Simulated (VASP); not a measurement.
# V4N in VASP: single point with PBEsol

Aim: the single point of V4N with PBEsol.

Everything below comes from runs of VASP 6.6.1. Logs are shortened: lines on timing, memory, paths and dates and some standing lists are left out, and cuts for length are marked.

### Step 1. The cell of the first run

The cell holds a slab with vacuum, 5 atoms: a = 2.562 Å, b = 2.562 Å, c = 25.277 Å, α = 90.00°, β = 90.00°, γ = 109.47°.

### Step 2. Single point, PBEsol

The input, INCAR:

```
SYSTEM = V4N
  PREC = Accurate
  ENCUT = 520
  EDIFF = 1E-6
  ISMEAR = 0
  SIGMA = 0.1
  LREAL = .False.
  LASPH = .True.
  NELM = 100
  ALGO = Fast
  ISIF = 2
  LWAVE = .False.
  LCHARG = .False.
  LDIPOL = .True.
  IDIPOL = 3
  DIPOL = 0.5 0.5 0.493
  GGA = PS
  NBANDS = 36
```

The input, KPOINTS:

```
regular mesh
0
Gamma
  12 12 1
  0 0 0
```

The input, POSCAR:

```
V4N
1.0
    2.5624431093      0.0000000000      0.0000000000
   -0.8541477031      2.4158945320      0.0000000000
    0.0000000000      0.0000000000     25.2766781127
V N
4 1
Direct
    0.5000000000      0.5000000000      0.3362783655
    0.0000000000      0.0000000000      0.4190513481
    0.4915951656      0.5084048344      0.4986723070
   -0.0122080712      0.0122080712      0.5877400620
    0.3727010938      0.6272989062      0.6217183124
```

Potentials or basis: VASP PAW PBE potentials, release 64 (V_sv, N).

Run with:

```
cat potpaw_PBE.64/V_sv/POTCAR potpaw_PBE.64/N/POTCAR > POTCAR
mpirun -np 1 vasp_std > vasp.out
```

OUTCAR:

```text
SYSTEM = V4N
   PREC = Accurate
   ENCUT = 520
   EDIFF = 1E-6
   ISMEAR = 0
   LREAL = .False.
   LASPH = .True.
   NELM = 100
   ISIF = 2
   GGA = PS

 ion  position               nearest neighbor table
   1  0.500  0.500  0.336-   2 2.56   2 2.56
   2  0.000  0.000  0.419-   3 2.50   3 2.50   1 2.56   1 2.56   3 2.88
   3  0.492  0.508  0.499-   2 2.50   2 2.50   4 2.69   4 2.69   2 2.88
   4  0.988  0.012  0.588-   5 1.78   5 1.78   5 1.83   3 2.69   3 2.69
   5  0.373  0.627  0.622-   4 1.78   4 1.78   4 1.83

  LATTYP: Found a base centered orthorhombic cell.
 ALAT       =     2.9588544379
 B/A-ratio  =     1.4142135624
 C/A-ratio  =     8.5427244372

  Lattice vectors:

 A1 = (   2.5624431093,   0.0000000000,   0.0000000000)
 A2 = (  -0.8541477031,   2.4158945320,   0.0000000000)
 A3 = (   0.0000000000,   0.0000000000,  25.2766781127)

Analysis of symmetry for initial positions (statically):
=====================================================================
 Subroutine PRICEL returns:
 Original cell was already a primitive cell.

 Routine SETGRP: Setting up the symmetry group for a
 base centered orthorhombic supercell.

 Subroutine GETGRP returns: Found  2 space group operations
 (whereof  2 operations were pure point group operations)
 out of a pool of  8 trial point group operations.

The static configuration has the point symmetry C_1h.

Analysis of symmetry for dynamics (positions and initial velocities):
=====================================================================
 Subroutine PRICEL returns:
 Original cell was already a primitive cell.

 Routine SETGRP: Setting up the symmetry group for a
 base centered orthorhombic supercell.

 Subroutine GETGRP returns: Found  2 space group operations
 (whereof  2 operations were pure point group operations)
 out of a pool of  8 trial point group operations.

The dynamic configuration has the point symmetry C_1h.

 Subroutine INISYM returns: Found  2 space group operations
 (whereof  2 operations are pure point group operations),
 and found     1 'primitive' translations

----------------------------------------------------------------------------------------

                                     Primitive cell

  volume of cell :     156.4776

  direct lattice vectors                    reciprocal lattice vectors
     2.562443109  0.000000000  0.000000000     0.390252567  0.137975118  0.000000000
    -0.854147703  2.415894532  0.000000000     0.000000000  0.413925354  0.000000000
     0.000000000  0.000000000 25.276678113     0.000000000  0.000000000  0.039562161

  length of vectors
     2.562443109  2.562443109 25.276678113     0.413925354  0.413925354  0.039562161

  position of ions in fractional coordinates (direct lattice)
     0.500000000  0.500000000  0.336278366
     0.000000000  0.000000000  0.419051348
     0.491595166  0.508404834  0.498672307
     0.987791929  0.012208071  0.587740062
     0.372701094  0.627298906  0.621718312

  ion indices of the primitive-cell ions
   primitive index   ion index
                 1           1
                 2           2
                 3           3
                 4           4
                 5           5

----------------------------------------------------------------------------------------

 KPOINTS: regular mesh

Automatic generation of k-mesh.
 Grid dimensions read from file:
 generate k-points for:   12   12    1

 Generating k-lattice:

  Cartesian coordinates                     Fractional coordinates (reciprocal lattice)
     0.032521047  0.011497927  0.000000000     0.083333333  0.000000000  0.000000000
     0.000000000  0.034493780  0.000000000     0.000000000  0.083333333  0.000000000
     0.000000000  0.000000000  0.039562161     0.000000000  0.000000000  1.000000000

  Length of vectors
     0.034493780  0.034493780  0.039562161

  Shift w.r.t. Gamma in fractional coordinates (k-lattice)
     0.000000000  0.000000000  0.000000000

 Subroutine IBZKPT returns following result:
 ===========================================

 Found     43 irreducible k-points:

 Following reciprocal coordinates:
            Coordinates               Weight
  0.000000  0.000000  0.000000      1.000000
  0.083333  0.000000  0.000000      4.000000
  0.166667  0.000000  0.000000      4.000000
  0.250000  0.000000  0.000000      4.000000
  0.333333  0.000000  0.000000      4.000000
  0.416667 -0.000000  0.000000      4.000000
[... 16 lines left out ...]
  0.500000  0.166667  0.000000      4.000000
 -0.416667  0.166667  0.000000      4.000000
 [... further k-points ...]
   k-points           NKPTS =     43   k-points in BZ     NKDIM =     43   number of bands    NBANDS=     36
   number of dos      NEDOS =    301   number of ions     NIONS =      5
   total plane-waves  NPLWV =  76800
   dimension x,y,z NGX =    20 NGY =   20 NGZ =  192
   dimension x,y,z NGXF=    40 NGYF=   40 NGZF=  384
   ions per type =               4   1
   NGX,Y,Z   is equivalent  to a cutoff of  12.98, 12.98, 12.63 a.u.
   NGXF,Y,Z  is equivalent  to a cutoff of  25.95, 25.95, 25.26 a.u.
 SYSTEM =  V4N
   PREC   = accura    normal or accurate (medium, high low for compatibility)
   ISTART =      0    job   : 0-new  1-cont  2-samecut
   ICHARG =      2    charge: 1-file 2-atom 10-const
   ISPIN  =      1    spin polarized calculation?
   LNONCOLLINEAR =      F non collinear calculations
   LSORBIT =      F    spin-orbit coupling
   LASPH  =      T    aspherical Exc in radial PAW
   ENCUT  =  520.0 eV  38.22 Ry    6.18 a.u.   4.76  4.76 47.00*2*pi/ulx,y,z
   NELM   =    100;   NELMIN=  2; NELMDL= -5     # of ELM steps
   EDIFF  = 0.1E-05   stopping-criterion for ELM
   LREAL  =      F    real-space projection
   EDIFFG = 0.1E-04   stopping-criterion for IOM
   NSW    =      0    number of steps for IOM
   IBRION =     -1    ionic relax: 0-MD 1-quasi-New 2-CG
   NFREE  =      0    steps in history (QN), initial steepest desc. (CG)
   ISIF   =      2    stress and relaxation
   ISYM   =      2    0-nonsym 1-usesym 2-fastsym
   POTIM  = 0.5000    time-step for ionic-motion
   TEBEG  =    0.0;   TEEND  =   0.0 temperature during run
   PSTRESS=    0.0 pullay stress
   NELECT =      57.0000    total number of electrons
   NUPDOWN=      -1.0000    fix difference up-down
   EMIN   =  10.00;   EMAX   =-10.00  energy-range for DOS
   EFERMI =   0.00;   METHOD = LEGACY
   ISMEAR =     0;   SIGMA  =   0.10  broadening in eV -4-tet -1-fermi 0-gaus
   EFERMI_NEDOS =   21; number of points for ismear=-14 and -15
   IALGO  =     68    algorithm
   IMIX   =      4    mixing-type and parameters
     AMIX     =   0.40;   BMIX     =  1.00
     AMIX_MAG =   1.60;   BMIX_MAG =  1.00
  volume/ion in A,a.u.               =      31.30       211.19
  Fermi-wavevector in a.u.,A,eV,Ry     =   1.169183  2.209435 18.599004  1.366988
  Thomas-Fermi vector in A             =   2.305659
   LORBIT       =      0    0 simple, 1 ext, 2 COOP (PROOUT), +10 PAW based schemes
   GGA     = PS    functional components
   LHFCALC =     F    Hartree Fock is set to
   AEXX    =    0.0000 exact exchange contribution
   IVDW    =     0    specifies the selected vdW correction
   LEPSILON=     F    determine dielectric tensor
   LRPA    =     F    only Hartree local field effects (RPA)
 non-spin polarized calculation
 RMM-DIIS sequential band-by-band and
 Gauss-broadening in eV      SIGMA  =   0.10
  energy-cutoff  :      520.00
  volume of cell :      156.48
 maximum number of plane-waves:      4274
   NGX =  9   NGY =  9   NGZ = 93

 dipolmoment           0.000000      0.000000     -0.260440 electrons x Angstroem

 number of electron      57.0000007 magnetization

 dipolmoment           0.000000      0.000000      0.040878 electrons x Angstroem

 Free energy of the ion-electron system (eV)
  ---------------------------------------------------
  ext. energy  EPLUGINS =         0.00000000
  ---------------------------------------------------
  free energy    TOTEN  =       -46.39368307 eV

  energy without entropy =      -46.36694267  energy(sigma->0) =      -46.38031287

 E-fermi :   0.1698     XC(G=0):  -5.5417

 val. band max:        0.1610621905   @ k =   0.5000   0.0000   0.0000
 cond. band min:       0.1809992400   @ k =   0.4167   0.0833   0.0000
 fundamental gap:      0.0199370496
 Fermi energy:         0.1697590052

 k-point     1 :       0.0000    0.0000    0.0000
  band No.  band energies     occupation
      1     -63.8040      2.00000
      2     -63.4208      2.00000
      3     -63.2895      2.00000
      4     -63.1284      2.00000
      5     -37.8339      2.00000
      6     -37.6263      2.00000
[... 28 lines left out ...]
     35       2.6604      0.00000
     36       3.7662      0.00000

 k-point     2 :       0.0833    0.0000    0.0000
  band No.  band energies     occupation
      1     -63.7948      2.00000
      2     -63.4118      2.00000
      3     -63.2801      2.00000
      4     -63.1234      2.00000
      5     -37.8208      2.00000
      6     -37.6204      2.00000
[... 28 lines left out ...]
     35       2.3136      0.00000
     36       2.5954      0.00000

 k-point     3 :       0.1667    0.0000    0.0000
  band No.  band energies     occupation
      1     -63.7694      2.00000
      2     -63.3873      2.00000
      3     -63.2541      2.00000
      4     -63.1105      2.00000
      5     -37.7927      2.00000
      6     -37.7080      2.00000
[... 28 lines left out ...]
     35       2.2592      0.00000
     36       2.3555      0.00000

 k-point     4 :       0.2500    0.0000    0.0000
  band No.  band energies     occupation
      1     -63.7346      2.00000
      2     -63.3536      2.00000
      3     -63.2167      2.00000
      4     -63.0942      2.00000
      5     -37.9460      2.00000
      6     -37.7315      2.00000
[... 28 lines left out ...]
     35       2.3615      0.00000
     36       2.5457      0.00000

 k-point     5 :       0.3333    0.0000    0.0000
  band No.  band energies     occupation
      1     -63.6995      2.00000
      2     -63.3199      2.00000
      3     -63.1761      2.00000
      4     -63.0807      2.00000
      5     -38.1681      2.00000
      6     -37.7026      2.00000
[... 655 lines left out ...]
 k-point    22 :       0.4167    0.1667    0.0000
  band No.  band energies     occupation
      1     -63.6455      2.00000
      2     -63.2696      2.00000
      3     -63.1122      2.00000
      4     -63.0564      2.00000
      5     -38.3040      2.00000
      6     -37.7290      2.00000
[... 28 lines left out ...]
     35       2.6367      0.00000
     36       2.8707      0.00000

 k-point    23 :       0.5000    0.1667    0.0000
  band No.  band energies     occupation
      1     -63.6430      2.00000
      2     -63.2681      2.00000
      3     -63.1183      2.00000
      4     -63.0421      2.00000
      5     -38.3258      2.00000
      6     -37.7125      2.00000
[... 28 lines left out ...]
     35       2.5577      0.00000
     36       2.8970      0.00000

 k-point    24 :      -0.4167    0.1667    0.0000
  band No.  band energies     occupation
      1     -63.6576      2.00000
      2     -63.2828      2.00000
      3     -63.1412      2.00000
      4     -63.0386      2.00000
      5     -38.2423      2.00000
      6     -37.6956      2.00000
[... 28 lines left out ...]
     35       2.6638      0.00000
     36       2.8969      0.00000

 [... further k-points ...]

------------------------ aborting loop because EDIFF is reached ----------------------------------------

 vacuum level on the upper side and lower side of the slab       (xc-potential included)         0.360        -0.773

  FORCE on cell =-STRESS in cart. coord.  units (eV):
  Direction    XX          YY          ZZ          XY          YZ          ZX
  --------------------------------------------------------------------------------------
  -------------------------------------------------------------------------------------
  Total        5.6709017      5.5111646     -0.4838495     -0.2259025      0.0219114     -0.0309857
  in kB       58.0644749     56.4289229     -4.9541441     -2.3130198      0.2243513     -0.3172636
  external PRESSURE =      36.5130846 kB  Pullay stress =       0.0000000 kB

 VOLUME and BASIS-vectors are now :
 -----------------------------------------------------------------------------
  energy-cutoff  :      520.00
  volume of cell :      156.48
      direct lattice vectors                 reciprocal lattice vectors
     2.562443109  0.000000000  0.000000000     0.390252567  0.137975118  0.000000000
    -0.854147703  2.415894532  0.000000000     0.000000000  0.413925354  0.000000000
     0.000000000  0.000000000 25.276678113     0.000000000  0.000000000  0.039562161

 POSITION                                       TOTAL-FORCE (eV/Angst)
 -----------------------------------------------------------------------------------
      0.85415      1.20795      8.50000         0.015405     -0.010893      0.284275
      0.00000      0.00000     10.59223        -0.017250      0.012198     -0.299634
      0.82543      1.22825     12.60478         0.004656     -0.003292      0.006136
      2.52073      0.02949     14.85612        -0.007405      0.005236     -0.099718
      0.41922      1.51549     15.71497         0.004594     -0.003248      0.108940
 -----------------------------------------------------------------------------------
    total drift:                                0.000140     -0.000099      0.000191

  FREE ENERGIE OF THE ION-ELECTRON SYSTEM (eV)
  ---------------------------------------------------
  free  energy   TOTEN  =       -46.3936830658 eV

  energy  without entropy=      -46.3669426671  energy(sigma->0) =      -46.38031287

 vacuum level on the upper side and lower side of the slab         6.153         4.989
```

Wall time 4.5 min (1 thread of Intel Xeon 6975P-C (Granite Rapids), shared host); peak memory 0.38 GiB.

What came out:

```
Free energy            : -46.3937 eV
Largest force          : 0.300 eV/Å
Band gap on the k mesh : zero (an odd number of electrons rules out a gap without spin polarisation)
```

Forces in eV/Å, atoms in the order of the input:
```
V    0.015 -0.011  0.284
V   -0.017  0.012 -0.300
V    0.005 -0.003  0.006
V   -0.007  0.005 -0.100
N    0.005 -0.003  0.109
```

Caveat: the PAW data sets were made with another functional, which shifts forces and pressure a little; the run has no spin polarisation, though such a crystal can be magnetic. With open d or f shells a metallic result of PBEsol can be an artefact of self-interaction; +U or a hybrid may open a gap.
